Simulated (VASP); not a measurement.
# AlCo (P-1) in VASP: further runs

AlCo is run at these levels: PBEsol+D3(BJ); tasks: single point.

Everything below comes from runs of VASP 6.6.1. Logs are shortened: lines on timing, memory, paths and dates and some standing lists are left out, and cuts for length are marked.

### 1 The cell of the first run

The typed cell holds 2 atoms: a = 2.843 Å, b = 2.833 Å, c = 2.842 Å, α = 87.39°, β = 89.84°, γ = 90.29°.

### 2 Single point, PBEsol+D3(BJ), collinear spin, ferromagnetic start

File INCAR:

```
ALGO     = Fast           # electronic algorithm
EDIFF    = 1E-6           # SCF threshold, eV
ENCUT    = 520            # plane-wave cutoff, eV
GGA      = PS             # functional
ISIF     = 2              # what is computed and relaxed
ISMEAR   = -1             # smearing method
ISPIN    = 2              # spin polarisation
IVDW     = 12             # dispersion correction
LASPH    = True           # aspherical terms in the spheres
LCHARG   = False          # write CHGCAR
LMAXMIX  = 4              # l up to which the mixer works
LORBIT   = 11             # projections on sites
LREAL    = False          # projectors in reciprocal space
LWAVE    = False          # write WAVECAR
MAGMOM   = 2 0            # initial moments
NBANDS   = 17             # bands
NELM     = 150            # most SCF steps
PREC     = Accurate       # precision mode
SIGMA    = 0.02           # smearing width, eV
```

File KPOINTS:

```
k-points
0
Gamma
  9 9 9
```

File POSCAR:

```
AlCo
1.0
    2.8425978430     -0.0071339351      0.0040858816
   -0.0071339351      2.8317877218      0.0645557210
    0.0040858816      0.0645557210      2.8413476176
Co Al
1 1
Direct
    0.5000000000      0.5000000000      0.5000000000
    0.0000000000      0.0000000000      0.0000000000
```

Potentials or basis: VASP PAW PBE potentials, release 64 (Co, Al).

Launch:

```
$ cat potpaw_PBE.64/Co/POTCAR potpaw_PBE.64/Al/POTCAR > POTCAR
$ mpirun -np 1 vasp_std > vasp.out
```

OUTCAR:

```text
EDIFF = 1E-6
   ENCUT = 520
   GGA = PS
   ISIF = 2
   ISMEAR = -1
   ISPIN = 2
   IVDW = 12
   LASPH = True
   LORBIT = 11
   LREAL = False
   NELM = 150
   PREC = Accurate
 IVDW          = 12

 ion  position               nearest neighbor table
   1  0.500  0.500  0.500-   2 2.41   2 2.41   2 2.43   2 2.43   2 2.49   2 2.49   2 2.50   2 2.50

   2  0.000  0.000  0.000-   1 2.41   1 2.41   1 2.43   1 2.43   1 2.49   1 2.49   1 2.50   1 2.50

  LATTYP: Found a triclinic cell.
 ALAT       =     2.8325324421
 B/A-ratio  =     1.3840048992
 C/A-ratio  =     1.7633831351
 COS(alpha) =     0.0004483915
 COS(beta)  =     0.5958180416
 COS(gamma) =     0.6895619151

  Lattice vectors:

 A1 = (  -0.0071339351,   2.8317877218,   0.0645557210)
 A2 = (  -0.0112198167,   2.7672320008,  -2.7767918966)
 A3 = (  -2.8456458965,   2.9034773779,   2.9018174570)

Analysis of symmetry for initial positions (statically):
=====================================================================
 Subroutine PRICEL returns:
 Original cell was already a primitive cell.

 Routine SETGRP: Setting up the symmetry group for a
 triclinic supercell.

 Subroutine GETGRP returns: Found  2 space group operations
 (whereof  2 operations were pure point group operations)
 out of a pool of  2 trial point group operations.

The static configuration has the point symmetry S_2 .

Analysis of symmetry for dynamics (positions and initial velocities):
=====================================================================
 Subroutine PRICEL returns:
 Original cell was already a primitive cell.

 Routine SETGRP: Setting up the symmetry group for a
 triclinic supercell.

 Subroutine GETGRP returns: Found  2 space group operations
 (whereof  2 operations were pure point group operations)
 out of a pool of  2 trial point group operations.

The dynamic configuration has the point symmetry S_2 .

Analysis of structural, dynamic, and magnetic symmetry:
=====================================================================
 Subroutine PRICEL returns:
 Original cell was already a primitive cell.

 Routine SETGRP: Setting up the symmetry group for a
 triclinic supercell.

 Subroutine GETGRP returns: Found  2 space group operations
 (whereof  2 operations were pure point group operations)
 out of a pool of  2 trial point group operations.

The overall configuration has the point symmetry S_2 .

 Subroutine INISYM returns: Found  2 space group operations
 (whereof  2 operations are pure point group operations),
 and found     1 'primitive' translations

----------------------------------------------------------------------------------------

                                     Primitive cell

  volume of cell :      22.8598

  direct lattice vectors                    reciprocal lattice vectors
     2.842597843 -0.007133935  0.004085882     0.351793892  0.000898249 -0.000526291
    -0.007133935  2.831787722  0.064555721     0.000898249  0.353319107 -0.008028739
     0.004085882  0.064555721  2.841347618    -0.000526291 -0.008028739  0.352128844

  length of vectors
     2.842609731  2.832532442  2.842083816     0.351795432  0.353411458  0.352220755

  position of ions in fractional coordinates (direct lattice)
     0.500000000  0.500000000  0.500000000
     0.000000000  0.000000000  0.000000000

  ion indices of the primitive-cell ions
   primitive index   ion index
                 1           1
                 2           2

----------------------------------------------------------------------------------------

 KPOINTS: k-points

Automatic generation of k-mesh.
 Grid dimensions read from file:
 generate k-points for:    9    9    9

 Generating k-lattice:

  Cartesian coordinates                     Fractional coordinates (reciprocal lattice)
     0.039088210  0.000099805 -0.000058477     0.111111111  0.000000000  0.000000000
     0.000099805  0.039257679 -0.000892082    -0.000000000  0.111111111 -0.000000000
    -0.000058477 -0.000892082  0.039125427     0.000000000  0.000000000  0.111111111

  Length of vectors
     0.039088381  0.039267940  0.039135639

  Shift w.r.t. Gamma in fractional coordinates (k-lattice)
     0.000000000  0.000000000  0.000000000

 Subroutine IBZKPT returns following result:
 ===========================================

 Found    365 irreducible k-points:

 Following reciprocal coordinates:
            Coordinates               Weight
  0.000000  0.000000  0.000000      1.000000
  0.111111 -0.000000 -0.000000      2.000000
  0.222222  0.000000  0.000000      2.000000
  0.333333 -0.000000  0.000000      2.000000
  0.444444  0.000000  0.000000      2.000000
 -0.000000  0.111111  0.000000      2.000000
[... 16 lines left out ...]
 -0.111111  0.222222  0.000000      2.000000
  0.000000  0.333333 -0.000000      2.000000
 [... further k-points ...]
   k-points           NKPTS =    365   k-points in BZ     NKDIM =    365   number of bands    NBANDS=     17
   number of dos      NEDOS =    301   number of ions     NIONS =      2
   total plane-waves  NPLWV =  13824
   dimension x,y,z NGX =    24 NGY =   24 NGZ =   24
   dimension x,y,z NGXF=    48 NGYF=   48 NGZF=   48
   ions per type =               1   1
   NGX,Y,Z   is equivalent  to a cutoff of  14.04, 14.09, 14.04 a.u.
   NGXF,Y,Z  is equivalent  to a cutoff of  28.07, 28.17, 28.08 a.u.
 SYSTEM =  unknown system
   PREC   = accura    normal or accurate (medium, high low for compatibility)
   ISTART =      0    job   : 0-new  1-cont  2-samecut
   ICHARG =      2    charge: 1-file 2-atom 10-const
   ISPIN  =      2    spin polarized calculation?
   LNONCOLLINEAR =      F non collinear calculations
   LSORBIT =      F    spin-orbit coupling
   LASPH  =      T    aspherical Exc in radial PAW
   ENCUT  =  520.0 eV  38.22 Ry    6.18 a.u.   5.29  5.27  5.28*2*pi/ulx,y,z
   NELM   =    150;   NELMIN=  2; NELMDL= -5     # of ELM steps
   EDIFF  = 0.1E-05   stopping-criterion for ELM
   LREAL  =      F    real-space projection
   EDIFFG = 0.1E-04   stopping-criterion for IOM
   NSW    =      0    number of steps for IOM
   IBRION =     -1    ionic relax: 0-MD 1-quasi-New 2-CG
   NFREE  =      0    steps in history (QN), initial steepest desc. (CG)
   ISIF   =      2    stress and relaxation
   ISYM   =      2    0-nonsym 1-usesym 2-fastsym
   POTIM  = 0.5000    time-step for ionic-motion
   TEBEG  =    0.0;   TEEND  =   0.0 temperature during run
   PSTRESS=    0.0 pullay stress
   NELECT =      12.0000    total number of electrons
   NUPDOWN=      -1.0000    fix difference up-down
   EMIN   =  10.00;   EMAX   =-10.00  energy-range for DOS
   EFERMI =   0.00;   METHOD = LEGACY
   ISMEAR =    -1;   SIGMA  =   0.02  broadening in eV -4-tet -1-fermi 0-gaus
   EFERMI_NEDOS =   21; number of points for ismear=-14 and -15
   IALGO  =     68    algorithm
   IMIX   =      4    mixing-type and parameters
     AMIX     =   0.40;   BMIX     =  1.00
     AMIX_MAG =   1.60;   BMIX_MAG =  1.00
  volume/ion in A,a.u.               =      11.43        77.13
  Fermi-wavevector in a.u.,A,eV,Ry     =   1.320620  2.495611 23.729080  1.744038
  Thomas-Fermi vector in A             =   2.450433
   LORBIT       =     11    0 simple, 1 ext, 2 COOP (PROOUT), +10 PAW based schemes
   GGA     = PS    functional components
   LHFCALC =     F    Hartree Fock is set to
   AEXX    =    0.0000 exact exchange contribution
   IVDW    =    12    specifies the selected vdW correction
   LEPSILON=     F    determine dielectric tensor
   LRPA    =     F    only Hartree local field effects (RPA)
 spin polarized calculation
 RMM-DIIS sequential band-by-band and
  energy-cutoff  :      520.00
  volume of cell :       22.86
 maximum number of plane-waves:       629
 NGX is ok and might be reduce to    24
   NGX = 11   NGY = 11   NGZ = 11

 number of electron      11.9999996 magnetization       0.0000349

 number of electron      11.9999996 magnetization      -0.0000725

 Free energy of the ion-electron system (eV)
  ---------------------------------------------------
  ext. energy  EPLUGINS =         0.00000000
  ---------------------------------------------------
  free energy    TOTEN  =       -13.06035461 eV

  energy without entropy =      -13.05979744  energy(sigma->0) =      -13.06007603

 E-fermi :  10.5841     XC(G=0): -12.4447

 val. band max:       10.5802795629   @ k =  -0.1111   0.4444   0.4444
 cond. band min:      10.6932681899   @ k =   0.0000  -0.3333   0.4444
 fundamental gap:      0.1129886270
 Fermi energy:        10.5840891814

 spin component 1

 k-point     1 :       0.0000    0.0000    0.0000
  band No.  band energies     occupation
      1      -0.5370      1.00000
      2       7.5695      1.00000
      3       7.5892      1.00000
      4       9.7108      1.00000
      5       9.7789      1.00000
      6       9.8437      1.00000
[... 9 lines left out ...]
     16      33.5290      0.00000
     17      34.3860      0.00000
[... 441 lines left out ...]
 k-point    24 :       0.0000    0.3333   -0.0000
  band No.  band energies     occupation
      1       1.5346      1.00000
      2       6.3759      1.00000
      3       8.0113      1.00000
      4       9.0692      1.00000
      5       9.0894      1.00000
      6       9.8618      1.00000
[... 9 lines left out ...]
     16      32.2113      0.00000
     17      32.8054      0.00000

 [... further k-points ...]

 spin component 2

 k-point     1 :       0.0000    0.0000    0.0000
  band No.  band energies     occupation
      1      -0.5370      1.00000
      2       7.5695      1.00000
      3       7.5892      1.00000
      4       9.7108      1.00000
      5       9.7788      1.00000
      6       9.8436      1.00000
[... 9 lines left out ...]
     16      33.5290      0.00000
     17      34.4457      0.00000
[... 441 lines left out ...]
 k-point    24 :       0.0000    0.3333   -0.0000
  band No.  band energies     occupation
      1       1.5346      1.00000
      2       6.3759      1.00000
      3       8.0113      1.00000
      4       9.0691      1.00000
      5       9.0894      1.00000
      6       9.8618      1.00000
[... 9 lines left out ...]
     16      32.2113      0.00000
     17      32.8054      0.00000

 [... further k-points ...]

------------------------ aborting loop because EDIFF is reached ----------------------------------------

 Edisp (eV)   -0.81397

 E8    (eV) :    -0.5437

  FORCE on cell =-STRESS in cart. coord.  units (eV):
  Direction    XX          YY          ZZ          XY          YZ          ZX
  --------------------------------------------------------------------------------------
  -------------------------------------------------------------------------------------
  Total      -1.22991    -1.13535    -1.23452     0.11543    -0.96117    -0.07616
  in kB     -86.20064   -79.57386   -86.52395     8.08985   -67.36596    -5.33771
  external pressure =      -84.10 kB  Pullay stress =        0.00 kB

 VOLUME and BASIS-vectors are now :
 -----------------------------------------------------------------------------
  energy-cutoff  :      520.00
  volume of cell :       22.86
      direct lattice vectors                 reciprocal lattice vectors
     2.842597843 -0.007133935  0.004085882     0.351793892  0.000898249 -0.000526291
    -0.007133935  2.831787722  0.064555721     0.000898249  0.353319107 -0.008028739
     0.004085882  0.064555721  2.841347618    -0.000526291 -0.008028739  0.352128844

 POSITION                                       TOTAL-FORCE (eV/Angst)
 -----------------------------------------------------------------------------------
      1.41977      1.44460      1.45499         0.000000     -0.000000      0.000000
      0.00000      0.00000      0.00000        -0.000000      0.000000     -0.000000
 -----------------------------------------------------------------------------------
    total drift:                                0.000000      0.000000     -0.000000

  FREE ENERGIE OF THE ION-ELECTRON SYSTEM (eV)
  ---------------------------------------------------
  free  energy   TOTEN  =       -13.8743220813 eV

  energy  without entropy=      -13.8737649184  energy(sigma->0) =      -13.87404350

 total charge

# of ion       s       p       d       tot
------------------------------------------
    1        0.441   0.518   7.523   8.482
    2        0.396   0.434   0.000   0.829
--------------------------------------------------
tot          0.836   0.952   7.523   9.312

 magnetization (x)

# of ion       s       p       d       tot
------------------------------------------
    1        0.000   0.000  -0.000  -0.000
    2       -0.000   0.000   0.000  -0.000
--------------------------------------------------
tot         -0.000   0.000  -0.000  -0.000
```

Run time: 2.3 min. Hardware: 1 thread of Intel Xeon Platinum 8488C (Sapphire Rapids), shared host; peak memory 0.33 GiB.

Results:

* Free energy: -13.8743 eV
* Pressure: -8.4 GPa
* Band gap on the k mesh: zero (filled and empty bands overlap)
* Net moment: 0.00 μB per cell
* Valence electrons inside the program's atomic spheres: Co 8.48; Al 0.83
* Dispersion energy per atom: -0.407 eV

Caveat: the cell stands under tension; the PAW data sets were made with another functional, which shifts forces and pressure a little.

### 3 Single point, PBEsol+D3(BJ), collinear spin, ferromagnetic start

This run uses another cell than the first one, of 11.88 Å³/atom.

File INCAR:

```
ALGO = Fast
EDIFF = 1E-6
ENCUT = 520
GGA = PS
ISIF = 2
ISMEAR = -1
ISPIN = 2
IVDW = 12
LASPH = T
LCHARG = F
LMAXMIX = 4
LORBIT = 11
LREAL = F
LWAVE = F
MAGMOM = 2 0
NBANDS = 17
NELM = 150
PREC = Accurate
SIGMA = 0.02
```

KPOINTS is that of step 2.

File POSCAR:

```
AlCo
1.0
    2.8792805708     -0.0072259961      0.0041386084
   -0.0072259961      2.8683309487      0.0653887899
    0.0041386084      0.0653887899      2.8780142117
Co Al
1 1
Direct
    0.5000000000      0.5000000000      0.5000000000
    0.0000000000      0.0000000000      0.0000000000
```

Potentials or basis: VASP PAW PBE potentials, release 64 (Co, Al).

Launch:

```
$ cat potpaw_PBE.64/Co/POTCAR potpaw_PBE.64/Al/POTCAR > POTCAR
$ mpirun -np 1 vasp_std > vasp.out
```

Run time: 2.4 min. Hardware: 1 thread of Intel Xeon Platinum 8488C (Sapphire Rapids), shared host; peak memory 0.33 GiB.

The run converged. Its results:

| Property | Result |
| --- | --- |
| Free energy | -13.8098 eV |
| Pressure | -14.4 GPa |
| Band gap on the k mesh | zero (filled and empty bands overlap) |
| Net moment | 0.00 μB per cell |
| Valence electrons inside the program's atomic spheres | Co 8.41; Al 0.81 |
| Dispersion energy per atom | -0.392 eV |

Stress tensor (GPa, compression positive):
```
-14.61   0.72  -0.47
  0.72 -13.98  -5.97
 -0.47  -5.97 -14.61
```

Levels at points of the mesh, in eV from the Fermi level:
Spin up:
```
           k point  band 2  band 3  band 4  band 5  band 6  band 7  band 8  band 9  band 10  band 11
(0.00, 0.00, 0.00)   -2.84   -2.82   -0.82   -0.76   -0.70    5.76    5.81    6.06     8.68     8.71
```
Spin down:
| k point | band 4 | band 5 | band 6 | band 7 | band 8 | band 9 |
| --- | --- | --- | --- | --- | --- | --- |
| (0.00, 0.00, 0.00) | -0.82 | -0.76 | -0.70 | 5.76 | 5.81 | 6.06 |

Caveat: the cell stands under tension; the PAW data sets were made with another functional, which shifts forces and pressure a little.

### 4 Single point, PBEsol+D3(BJ), collinear spin, ferromagnetic start (10.53 Å³/atom)

This run uses another cell than the first one, of 10.53 Å³/atom.

File INCAR:

```
ALGO = Normal
EDIFF = 1E-6
ENCUT = 520
GGA = PS
ISIF = 2
ISMEAR = -1
ISPIN = 2
IVDW = 12
LASPH = True
LCHARG = False
LMAXMIX = 4
LORBIT = 11
LREAL = False
LWAVE = False
MAGMOM = 2 0
NBANDS = 17
NELM = 150
PREC = Accurate
SIGMA = 0.02
```

KPOINTS is that of step 3.

File POSCAR:

```
AlCo
1.0
    2.7662492941     -0.0069423268      0.0039761400
   -0.0069423268      2.7557295188      0.0628218367
    0.0039761400      0.0628218367      2.7650326481
Co Al
1 1
Direct
    0.5000000000      0.5000000000      0.5000000000
    0.0000000000      0.0000000000      0.0000000000
```

Launch:

```
$ cat potpaw_PBE.64/Co/POTCAR potpaw_PBE.64/Al/POTCAR > POTCAR
$ mpirun -np 1 vasp_std > vasp.out
```

Run time: 78 s. Hardware: 1 thread of Intel Xeon 6975P-C (Granite Rapids), shared host; peak memory 0.32 GiB.

Results (log left out):

```yaml
Free_energy: -13.8821 eV
Pressure: 8.2 GPa
Band_gap_on_the_k_mesh: zero (filled and empty bands overlap)
Net_moment: 0.00 μB per cell
Valence_electrons_inside_the_program's_atomic_spheres: Co 8.65; Al 0.88
Dispersion_energy_per_atom: -0.442 eV
```

Stress tensor (GPa, compression positive):
```
 8.03  1.03 -0.68
 1.03  8.77 -8.60
-0.68 -8.60  7.90
```

Levels at points of the mesh, in eV from the Fermi level:
Spin up:
```tsv
k point	band 2	band 3	band 4	band 5	band 6	band 7	band 8	band 9	band 10	band 11
(0.00, 0.00, 0.00)	-3.42	-3.39	-0.99	-0.91	-0.84	6.40	6.43	6.67	9.18	9.21
```
Spin down:
```tsv
k point	band 4	band 5	band 6	band 7	band 8	band 9
(0.00, 0.00, 0.00)	-0.99	-0.91	-0.84	6.40	6.43	6.67
```

Caveat: the cell stands under pressure; the PAW data sets were made with another functional, which shifts forces and pressure a little.

### 5 Single point, PBEsol+D3(BJ), collinear spin, ferromagnetic start (10.76 Å³/atom)

This run uses another cell than the first one, of 10.76 Å³/atom.

File INCAR:

```
PREC = Accurate ; ENCUT = 520
EDIFF = 1E-6 ; ISMEAR = -1
SIGMA = 0.02 ; LREAL = F
LASPH = T ; NELM = 150
ALGO = Normal ; ISIF = 2
LWAVE = F ; LCHARG = T
ISPIN = 2 ; MAGMOM = 2 0
LORBIT = 11 ; LMAXMIX = 4
GGA = PS ; IVDW = 12
LELF = T ; LVHAR = T
NBANDS = 17
```

File KPOINTS:

```
regular mesh
0
Gamma
  9 9 9
```

File POSCAR:

```
AlCo
1.0
    2.7857305647     -0.0069912180      0.0040041419
   -0.0069912180      2.7751367042      0.0632642586
    0.0040041419      0.0632642586      2.7845053506
Co Al
1 1
Direct
    0.5000000000      0.5000000000      0.5000000000
    0.0000000000      0.0000000000      0.0000000000
```

Launch:

```
$ cat potpaw_PBE.64/Co/POTCAR potpaw_PBE.64/Al/POTCAR > POTCAR
$ mpirun -np 1 vasp_std > vasp.out
```

Wall time 82 s (1 thread of Intel Xeon 6975P-C (Granite Rapids), shared host); peak memory 0.32 GiB.

Results (log left out):

* Free energy: -13.8982 eV
* Pressure: 3.4 GPa
* Band gap on the k mesh: zero (filled and empty bands overlap)
* Net moment: 0.00 μB per cell
* Valence electrons inside the program's atomic spheres: Co 8.61; Al 0.87
* Dispersion energy per atom: -0.433 eV

Stress tensor (GPa, compression positive):
```
 3.18  0.97 -0.64
 0.97  3.90 -8.09
-0.64 -8.09  3.08
```

Levels at points of the mesh, in eV from the Fermi level:
Spin up:
```tsv
k point	band 4	band 5	band 6	band 7	band 8	band 9
(0.00, 0.00, 0.00)	-0.96	-0.88	-0.81	6.28	6.32	6.56
```
Spin down:
| k point | band 3 | band 4 | band 5 | band 6 | band 7 | band 8 | band 9 | band 10 |
| --- | --- | --- | --- | --- | --- | --- | --- | --- |
| (0.00, 0.00, 0.00) | -3.29 | -0.96 | -0.88 | -0.81 | 6.28 | 6.32 | 6.56 | 9.09 |

Caveat: the cell stands under pressure; the PAW data sets were made with another functional, which shifts forces and pressure a little.

(Part 1 of 2 ends here.)
